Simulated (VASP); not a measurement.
# YSi23HO48 (a cell with a defect) in VASP: single point with PBE

Aim: the single point of YSi23HO48 (a cell with a defect) with PBE.

Everything below comes from runs of VASP 6.6.1. Logs are shortened: lines on timing, memory, paths and dates and some standing lists are left out, and cuts for length are marked.

### Step 1. The cell of the first run

The cell holds a defect, 73 atoms: a = 10.042 Å, b = 10.042 Å, c = 11.019 Å, α = 90.00°, β = 90.00°, γ = 120.00°.

### Step 2. Single point, PBE, collinear spin

INCAR reads:

```
  ALGO = Normal
  EDIFF = 1E-6
  ENCUT = 520
  GGA = PE
  GGA_COMPAT = F
  ISIF = 2
  ISMEAR = 0
  ISPIN = 2
  LASPH = T
  LCHARG = F
  LMAXMIX = 4
  LORBIT = 11
  LREAL = Auto
  LWAVE = F
  MAGMOM = 0 0 0 0 0 0 0 0 0 0 0 0 0 0 0 0 0 0 0 0 0 0 0 0.01 0.01 0 0 0 0 0 0 0 0 0 0 0 0 0 0.01 0 0 0 0 0 0 0 0 0 0 0 0 0 0 0 0 0 0 0.01 0 0 0 0 0.01 0 0 0 0 0 0 0 0 0.01 0
  NBANDS = 242
  NELECT = 393.0
  NELM = 200
  NUPDOWN = 1.0
  PREC = Accurate
  SIGMA = 0.01
```

KPOINTS reads:

```
k-points
0
Gamma
  1 1 1
```

POSCAR reads:

```
YSi23HO48
1.0
   10.0416380600      0.0000000000      0.0000000000
   -5.0208190300      8.6963136500      0.0000000000
    0.0000000000      0.0000000000     11.0185484200
Si O Y H
23 48 1 1
Direct
    0.0082865953      0.2367897856      0.1743636140
    0.2660054244      0.2676190701     -0.0023574372
    0.2290089590     -0.0073480509      0.3212725051
   -0.0113192247      0.2316426805      0.6820602037
    0.2342138794      0.0078148045      0.8242283087
   -0.0110824299      0.7203415662      0.1643930103
    0.2576952793      0.7693753526     -0.0067221976
    0.2444625180      0.5304797621      0.3160953179
   -0.0047560829      0.7374222260      0.6667397317
    0.2590811494      0.7727187581      0.4975986984
    0.2275145849      0.4964595594      0.8329029985
    0.4929130938      0.2303888336      0.1674645879
    0.7675411447      0.2623355632      0.0102913087
    0.7385219229     -0.0022957455      0.3327919822
    0.5209421860      0.2379286472      0.6719562199
    0.7715267176      0.2588783529      0.5057556681
    0.7191816401     -0.0090850705      0.8384512058
    0.4986965297      0.7592841003      0.1502026514
    0.7576428135      0.7573027317     -0.0024909752
    0.7271838716      0.4848854955      0.3372761316
    0.4851717628      0.7331901276      0.6674820942
    0.7477255544      0.7498162404      0.5014039773
    0.7472480758      0.4945145090      0.8425622165
    0.0924211019      0.3672902321      0.2826700779
    0.3619413130      0.5033538167      0.4084901830
    0.1324548090      0.2092796931      0.1012560508
    0.1890427325      0.1203255442      0.3617131732
    0.4236432744      0.2962172457      0.0640514155
    0.3637656965      0.0610558457      0.2158836372
    0.0564498084      0.3674768781      0.7868317672
    0.2954057058      0.4273432206      0.9346947120
    0.1160047630      0.1883610920      0.6479728382
    0.2104607271      0.1380802953      0.8919021834
    0.4790871616      0.3206829772      0.5677832001
    0.3710959204      0.0792523503      0.7229677193
    0.0727304870      0.8437657535      0.2715484936
    0.2926664973      0.9337661951      0.4363153396
    0.1192536032      0.6967048382      0.0943233382
    0.1996286791      0.6419662708      0.3893270803
    0.4287812160      0.8261469245      0.0501341753
    0.3484748965      0.6009442676      0.1961888449
    0.0731606485      0.8804957727      0.7615736217
    0.2763916914      0.9232840685      0.9309963298
    0.1252843220      0.7111722068      0.6009002870
    0.2129950950      0.6367432859      0.8916119620
    0.4159907314      0.7966949040      0.5622114560
    0.3494285548      0.5661720279      0.7184338351
    0.5624044550      0.3550180128      0.2796757357
    0.7914709880      0.4146705615      0.4403895744
    0.6338633464      0.2149886983      0.1115901282
    0.7130776648      0.1268682463      0.4001884304
    0.9251824304      0.2936954538      0.0771140275
    0.8791014925      0.0761653431      0.2353320100
    0.5912506709      0.3512743470      0.7898878546
    0.8125325100      0.4259313322      0.9461746028
    0.6478318624      0.1962629648      0.6172379847
    0.6993529122      0.1188704273      0.9147083542
    0.9376010842      0.2961212351      0.5621879351
    0.8361934109      0.0765592164      0.7280392543
    0.5787873314      0.8788169279      0.2626595149
    0.7814511989      0.9063125674      0.4328051005
    0.6183133861      0.7115278664      0.0941797679
    0.6865212738      0.6108929818      0.3990462125
    0.9118256621      0.7858354894      0.0680381234
    0.8548820741      0.5620440137      0.2281968869
    0.5569509426      0.8565585854      0.7796730562
    0.7923357306      0.9141061270      0.9279224283
    0.6162204796      0.7040172145      0.6053938900
    0.7040844351      0.6169992661      0.9012697036
    0.9056085847      0.7771509000      0.5624625001
    0.8770357874      0.5791588443      0.7371542155
    0.2668394396      0.2747850308      0.5041767846
    0.4711704352      0.5459225334      0.3833002102
```

Potentials or basis: VASP PAW PBE potentials, release 64 (Si, O, Y_sv, H).

Command:

```sh
> cat potpaw_PBE.64/Si/POTCAR potpaw_PBE.64/O/POTCAR potpaw_PBE.64/Y_sv/POTCAR potpaw_PBE.64/H/POTCAR > POTCAR
> mpirun -np 1 vasp_gam > vasp.out
```

OUTCAR:

```text
EDIFF = 1E-6
   ENCUT = 520
   GGA = PE
   ISIF = 2
   ISMEAR = 0
   ISPIN = 2
   LASPH = T
   LORBIT = 11
   LREAL = Auto
   NELECT = 393.0
   NELM = 200
   NUPDOWN = 1.0
   PREC = Accurate

 ion  position               nearest neighbor table
   1  0.008  0.237  0.174-  26 1.62  53 1.63  52 1.63  24 1.66  14 3.11   8 3.13   2 3.13  13 3.13

   2  0.266  0.268  0.998-  33 1.62  26 1.63  31 1.63  28 1.63  11 3.10  12 3.11   5 3.12   1 3.13

   3  0.229  0.993  0.321-  27 1.59  36 1.63  29 1.65  37 1.66  12 3.04  10 3.07   6 3.11  72 3.34
[... 15 lines left out ...]
  11  0.228  0.496  0.833-  45 1.62  30 1.63  31 1.64  47 1.65   4 3.03  21 3.08   2 3.10   7 3.15

  12  0.493  0.230  0.167-  50 1.62  29 1.63  28 1.64  48 1.65   3 3.04  20 3.09   2 3.11  13 3.13

  13  0.768  0.262  0.010-  50 1.62  52 1.63  55 1.63  57 1.63  23 3.06   1 3.13  12 3.13
  14  0.739  0.998  0.333-  51 1.62  61 1.62  53 1.63  60 1.64   1 3.11  16 3.12  18 3.13  22 3.14

  15  0.521  0.238  0.672-  34 1.59  54 1.64  56 1.64  35 1.65  16 3.03  23 3.08   5 3.13  72 3.32

  16  0.772  0.259  0.506-  56 1.63  51 1.64  58 1.64  49 1.64   4 3.03  15 3.03  14 3.12  20 3.13

  17  0.719  0.991  0.838-  59 1.61  57 1.63  67 1.63  66 1.64   4 3.10  19 3.10  21 3.11
  18  0.499  0.759  0.150-  62 1.62  40 1.62  60 1.63  41 1.63   7 3.02   8 3.04  19 3.11  14 3.13

  19  0.758  0.757  0.998-  64 1.62  67 1.62  69 1.63  62 1.63  23 3.10  17 3.10  18 3.11   6 3.13

  20  0.727  0.485  0.337-  49 1.63  48 1.64  65 1.64  63 1.66  12 3.09  16 3.13  22 3.14   6 3.15

  21  0.485  0.733  0.667-  68 1.63  46 1.64  66 1.64  47 1.64  11 3.08  17 3.11  10 3.12  22 3.14

  22  0.748  0.750  0.501-  70 1.61  61 1.62  68 1.63  63 1.65   9 3.13  20 3.14  14 3.14  21 3.14

  23  0.747  0.495  0.843-  54 1.61  69 1.63  55 1.63  71 1.63  13 3.06  15 3.08  19 3.10   9 3.14

  24  0.092  0.367  0.283-   8 1.63   1 1.66
  25  0.362  0.503  0.408-  73 1.00   8 1.68  72 2.26
  26  0.132  0.209  0.101-   1 1.62   2 1.63
  27  0.189  0.120  0.362-   3 1.59  72 2.07
  28  0.424  0.296  0.064-   2 1.63  12 1.64
  29  0.364  0.061  0.216-  12 1.63   3 1.65
  30  0.056  0.367  0.787-  11 1.63   4 1.65
  31  0.295  0.427  0.935-   2 1.63  11 1.64
[... 38 lines left out ...]
  70  0.906  0.777  0.562-  22 1.61   9 1.63
  71  0.877  0.579  0.737-   9 1.63  23 1.63
  72  0.267  0.275  0.504-  32 2.06  34 2.06  27 2.07  25 2.26   4 3.26  15 3.32   3 3.34   8 3.39

  73  0.471  0.546  0.383-  25 1.00

  LATTYP: Found a hexagonal cell.
 ALAT       =    10.0416380600
 C/A-ratio  =     1.0972859562

[... 307 lines left out ...]
  ext. energy  EPLUGINS =         0.00000000
  ---------------------------------------------------
  free energy    TOTEN  =      -567.40187249 eV

  energy without entropy =     -567.40187249  energy(sigma->0) =     -567.40187249

 E-fermi :   1.2477     XC(G=0):  -9.0473

 val. band max:        6.0837035547   @ k =   0.0000   0.0000   0.0000
 cond. band min:       6.1527110813   @ k =   0.0000   0.0000   0.0000
 fundamental gap:      0.0690075266
 Fermi energy:         6.2163542804

 spin component 1

 k-point     1 :       0.0000    0.0000    0.0000
  band No.  band energies     occupation
      1     -37.9402      1.00000
      2     -19.1284      1.00000
      3     -18.6466      1.00000
      4     -18.6383      1.00000
      5     -18.5651      1.00000
      6     -18.2408      1.00000
[... 200 lines left out ...]
    207       8.9202      0.00000
    208       8.9283      0.00000
 Fermi energy:         1.2476771772

 spin component 2

 k-point     1 :       0.0000    0.0000    0.0000
  band No.  band energies     occupation
      1     -37.9200      1.00000
      2     -19.1036      1.00000
      3     -18.6329      1.00000
      4     -18.6127      1.00000
      5     -18.5483      1.00000
      6     -18.2273      1.00000
[... 200 lines left out ...]
    207       8.9621      0.00000
    208       8.9808      0.00000
 [bands above 208 left out]

------------------------ aborting loop because EDIFF is reached ----------------------------------------

  FORCE on cell =-STRESS in cart. coord.  units (eV):
  Direction    XX          YY          ZZ          XY          YZ          ZX
  --------------------------------------------------------------------------------------
  -------------------------------------------------------------------------------------
  Total       16.3669814     13.8479595     18.6382942     -4.4275331     -1.4666623     -1.0941943
  in kB       27.2530446     23.0585621     31.0350610     -7.3723892     -2.4421738     -1.8219686
  external PRESSURE =      27.1155559 kB  Pullay stress =       0.0000000 kB

 VOLUME and BASIS-vectors are now :
 -----------------------------------------------------------------------------
  energy-cutoff  :      520.00
  volume of cell :      962.20
      direct lattice vectors                 reciprocal lattice vectors
    10.041638060  0.000000000  0.000000000     0.099585346  0.057495626  0.000000000
    -5.020819030  8.696313650  0.000000000     0.000000000  0.114991253  0.000000000
     0.000000000  0.000000000 11.018548420     0.000000000  0.000000000  0.090756056

 POSITION                                       TOTAL-FORCE (eV/Angst)
 -----------------------------------------------------------------------------------
     -1.10567      2.05920      1.92123         0.020494     -0.011722      0.016945
      1.32746      2.32730     10.99257         0.001296      0.002742     -0.006116
     -2.68430      8.63241      3.53996         0.022265     -0.042048     -0.003856
      8.76494      2.01444      7.51531        -0.046714     -0.006414      0.004265
      2.31265      0.06796      9.08180        -0.028946      0.007915     -0.001887
      6.31365      6.26432      1.81137         0.004338     -0.025126     -0.000275
[... 65 lines left out ...]
      1.29986      2.38962      5.55530        -0.000162      0.026513     -0.002217
      1.99034      4.74751      4.22341         0.041432      0.014465      0.006591
 -----------------------------------------------------------------------------------
    total drift:                                0.012089      0.009453     -0.011979

  FREE ENERGIE OF THE ION-ELECTRON SYSTEM (eV)
  ---------------------------------------------------
  free  energy   TOTEN  =      -567.4018724854 eV

  energy  without entropy=     -567.4018724854  energy(sigma->0) =     -567.40187249

 total charge

# of ion       s       p       d       f       tot
--------------------------------------------------
    1        0.639   0.964   0.000   0.000   1.603
    2        0.639   0.970   0.000   0.000   1.609
    3        0.653   0.991   0.000   0.000   1.644
    4        0.655   0.993   0.000   0.000   1.648
    5        0.639   0.974   0.000   0.000   1.612
    6        0.639   0.971   0.000   0.000   1.610
[... 65 lines left out ...]
   72        2.216   6.530   1.216   0.185  10.148
   73        0.564   0.116   0.000   0.000   0.680
--------------------------------------------------
tot         92.093 205.380   1.216   0.185 298.874

 magnetization (x)

# of ion       s       p       d       f       tot
--------------------------------------------------
    1        0.007   0.001   0.000   0.000   0.008
    2        0.004   0.000   0.000   0.000   0.004
    3        0.002   0.000   0.000   0.000   0.002
    4        0.002   0.001   0.000   0.000   0.003
    5        0.003   0.000   0.000   0.000   0.004
    6        0.004   0.001   0.000   0.000   0.005
[... 65 lines left out ...]
   72        0.015   0.004   0.025   0.002   0.046
   73        0.006   0.001   0.000   0.000   0.006
--------------------------------------------------
tot          0.321  -0.018   0.025   0.002   0.330
```

Run time: 42 min. Hardware: 1 thread of Intel Xeon 8259CL, shared host; peak memory 1.4 GiB.

What came out:

```
Free energy                                           : -567.4019 eV
Largest force                                         : 0.083 eV/Å
Net moment                                            : 1.00 μB per cell
Site moments                                          : Si +0.01, +0.00 (each value once); O +0.01, +0.00 (each value once); Y +0.05; H +0.01 μB
Valence electrons inside the program's atomic spheres : Si 1.60, 1.61, 1.64, 1.65, 1.63, 1.62, 1.59 (each value once); O 5.21, 5.23, 5.24, 5.16, 5.22, 5.25 (each value once); Y 10.15; H 0.68
```

Forces on the atoms (eV/Å):
```
Si   0.020 -0.012  0.017
Si   0.001  0.003 -0.006
Si   0.022 -0.042 -0.004
Si  -0.047 -0.006  0.004
Si  -0.029  0.008 -0.002
Si   0.004 -0.025  0.000
Si   0.000  0.014 -0.010
Si  -0.022 -0.032  0.015
Si  -0.004 -0.004 -0.012
Si   0.011 -0.006  0.012
Si  -0.003  0.015 -0.003
Si   0.018  0.005 -0.004
Si   0.015  0.001  0.005
Si   0.003 -0.010  0.001
Si   0.019 -0.058  0.057
Si   0.009  0.012 -0.022
Si  -0.025 -0.002 -0.003
Si   0.010 -0.009  0.017
Si   0.006  0.011  0.000
Si  -0.010 -0.002  0.001
Si   0.009 -0.011 -0.001
Si  -0.005  0.019  0.012
Si   0.000  0.011 -0.002
O    0.004 -0.007 -0.013
O   -0.007 -0.019 -0.009
O    0.002  0.011 -0.007
O   -0.042  0.052  0.020
O   -0.001 -0.012  0.001
O   -0.011 -0.012  0.010
O   -0.006 -0.014 -0.006
O   -0.009 -0.006 -0.003
O    0.071 -0.015 -0.022
O    0.015  0.003  0.006
O   -0.041  0.025 -0.056
O    0.006  0.018 -0.003
O    0.019  0.013  0.004
O   -0.015  0.009 -0.019
O   -0.003  0.009  0.002
O   -0.001  0.017  0.011
O   -0.004 -0.004 -0.002
O    0.001  0.012 -0.003
O    0.011 -0.006 -0.002
O   -0.005 -0.010 -0.003
O    0.002  0.010 -0.004
O    0.009  0.002  0.008
O   -0.005 -0.009 -0.004
O   -0.012 -0.002  0.005
O   -0.009 -0.006 -0.010
O   -0.001 -0.008  0.002
O   -0.008  0.009 -0.003
O    0.004  0.015  0.015
O   -0.004 -0.010  0.000
O   -0.010  0.005  0.003
O    0.005 -0.014 -0.015
O   -0.009 -0.001 -0.004
O   -0.014  0.002  0.006
O    0.011  0.007  0.007
O    0.009 -0.004  0.011
O    0.000  0.021 -0.001
O    0.009 -0.002 -0.008
O   -0.015 -0.012 -0.006
O    0.001  0.012 -0.004
O   -0.004  0.001  0.004
O    0.001 -0.013  0.005
O    0.000  0.009 -0.005
O    0.008 -0.003  0.002
O   -0.007 -0.004 -0.001
O    0.003  0.014 -0.010
O    0.013  0.003  0.002
O    0.009 -0.016  0.013
O   -0.013  0.008  0.009
Y    0.000  0.027 -0.002
H    0.041  0.014  0.007
```

Caveat: the k points lie up to 0.72 Å⁻¹ apart; the cell carries a net charge on a neutralising background, which shifts energy and pressure; the cell is charged against a uniform background, so pressure and absolute levels hang on convention; the total moment is fixed, so each spin has its own Fermi level.
